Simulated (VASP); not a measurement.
## Sb: electric field gradients with PBE

Sb:

```
Sb
1.0
    -0.02305    2.30500    2.30500
     2.30500   -0.02305    2.30500
     2.28195    2.28195    0.00000
Sb
1
Direct
  0.00000 0.00000 0.00000
```

```
Program                : VASP 6.6.1
Task                   : electric field gradients
Functional             : PBE
Potentials or basis    : VASP PAW PBE potentials, release 64 (Sb)
Cutoff                 : 400 eV
k mesh                 : 12 × 12 × 12
Occupations            : fermi-dirac, width 0.05 eV
Spin                   : no spin polarisation
Dipole correction      : no
Further INCAR settings : ALGO = Normal; EDIFF = 1e-08; NBANDS = 8
```

```yaml
Pressure: 8.7 GPa
```

Stress tensor (GPa, compression positive):
```
8.56 0.23 0.00
0.23 8.56 0.00
0.00 0.00 8.95
```

Levels at points of the mesh, in eV from the Fermi level:
```tsv
k point	band 1	band 2	band 3	band 4	band 5	band 6
(0.00, 0.00, 0.00)	-13.77	5.76	5.97	6.22	9.98	10.18
(0.50, 0.00, 0.00)	-9.57	-6.53	4.12	4.22	8.87	9.26
(0.50, 0.50, 0.00)	-7.56	-5.52	0.08	0.60	4.07	4.63
(0.00, 0.00, 0.50)	-9.36	-6.49	3.88	3.97	8.61	9.08
(0.50, 0.00, 0.50)	-7.55	-5.52	0.33	0.34	4.18	4.50
```

Electric field gradients, principal values (V/Å²):
```
atom   least  middle  greatest (by size)
1 Sb  -0.697  -4.483               5.181
```

Run time: 21 s on 1 thread of Intel Xeon 6975P-C, on a shared host, peak memory 0.16 GiB.

Caveat: without QUAD_EFG the Cq values of the log hold for a quadrupole moment of 1 mb, not for the nuclei; spin-orbit coupling is left out, which moves the levels of the heavy elements.
